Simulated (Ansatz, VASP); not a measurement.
**One calculation of MgO, two programs**

The input POSCAR:

```
MgO
1.0
    0.0000000000      2.1021674168      2.1021674168
    2.1021674168      0.0000000000      2.1021674168
    2.1021674168      2.1021674168      0.0000000000
Mg O
1 1
Direct
    0.0000000000      0.0000000000      0.0000000000
    0.5000000000      0.5000000000      0.5000000000
```

File INCAR.step1:

```
ALGO = Normal
EDIFF = 1E-5
ENCUT = 920
GGA = PE
GGA_COMPAT = F
ISMEAR = 0
LASPH = T
LCHARG = F
LREAL = F
LWAVE = T
NBANDS = 15
NELM = 120
PREC = Accurate
SIGMA = 0.2
```

The input INCAR.step2:

```
ALGO = Normal
EDIFF = 1E-6
ENCUT = 920
GGA_COMPAT = F
ISIF = 2
ISMEAR = 0
ISTART = 1
LASPH = T
LCHARG = T
LELF = T
LMIXTAU = T
LREAL = F
LVHAR = T
LWAVE = F
METAGGA = R2SCAN
NBANDS = 15
NELM = 120
PREC = Accurate
SIGMA = 0.2
```

File KPOINTS:

```
k-points
0
Gamma
  8 8 8
```

Input for Ansatz:

```yaml
crystal:
  lattice:
    - [0.0, 2.1021674168, 2.1021674168]
    - [2.1021674168, 0.0, 2.1021674168]
    - [2.1021674168, 2.1021674168, 0.0]
  atoms:
    - { symbol: Mg, position: [0.0, 0.0, 0.0] }
    - { symbol: O, position: [0.5, 0.5, 0.5] }
kpoints:
  mp_grid: { grid: [8, 8, 8] }
hamiltonian:
  xc: r2scan
scf:
  occupations: { method: gaussian, width: 0.2 }
  n_extra_bands: 4
output:
  forces: true
  stress: true
  eigenvalues: true
```

Alike in both runs: task single point; functional r2SCAN; k mesh 8 × 8 × 8; occupations gaussian, width 0.2 eV; no spin polarisation.

|  | VASP | Ansatz |
| --- | --- | --- |
| version | VASP 6.6.1 | Ansatz 0.2.0 |
| potentials or method | VASP PAW PBE potentials, release 64 (Mg_sv, O) | plane waves |
| plane-wave cutoff (eV) | 920 | 500 |
| valence electrons in the cell | 16 | 16 |

|  | VASP | Ansatz | Ansatz less VASP |
| --- | --- | --- | --- |
| gap on the k mesh at the Fermi level (eV) | 5.70 | 5.68 | -0.016 |
| pressure (GPa) | 0.5 | 0.0 | -0.48 |

VASP's potentials were made for PBE, not for r2SCAN.
